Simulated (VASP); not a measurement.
SrO, 2 atoms in the cell. Symmetry: Fm-3m, No. 225, cubic system. The conventional cell has a = 5.133 Å, b = 5.133 Å, c = 5.133 Å, α = 90.00°, β = 90.00°, γ = 90.00°. Within 3.4 Å of Sr (site symmetry m-3m) lie 6 O at 2.57 Å. O (site symmetry m-3m) has 6 Sr at 2.57 Å within 3.4 Å. 

- Program: VASP 6.6.1
- Task: relaxation of cell and atoms
- Functional: r2SCAN
- Potentials or basis: VASP PAW PBE potentials, release 64 (Sr_sv, O)
- Cutoff: 600 eV
- k mesh: 10 × 10 × 10
- Occupations: fermi-dirac, width 0.02 eV
- Spin: no spin polarisation
- Dipole correction: no
- Further INCAR settings: ALGO = Normal; EDIFF = 1e-06; IBRION = 2; EDIFFG = -0.01; NSW = 80; ISIF = 3

Potentials or basis: VASP PAW PBE potentials, release 64 (Sr_sv, O).

The run is started by

```bash
$ cat potpaw_PBE.64/Sr_sv/POTCAR potpaw_PBE.64/O/POTCAR > POTCAR
$ cp INCAR.step1 INCAR
$ mpirun -np 1 vasp_std > vasp.out
$ cp INCAR.step2 INCAR
$ mpirun -np 1 vasp_std > vasp.out
```

Hardware: 1 thread of Intel Xeon 8259CL (shared host).

Task: Estimate the wall time of this run.

Result: Run time: 8.2 min on 1 thread of Intel Xeon 8259CL, with other jobs on the host, peak memory 0.19 GiB. Counts: k points 47, ion steps 3.
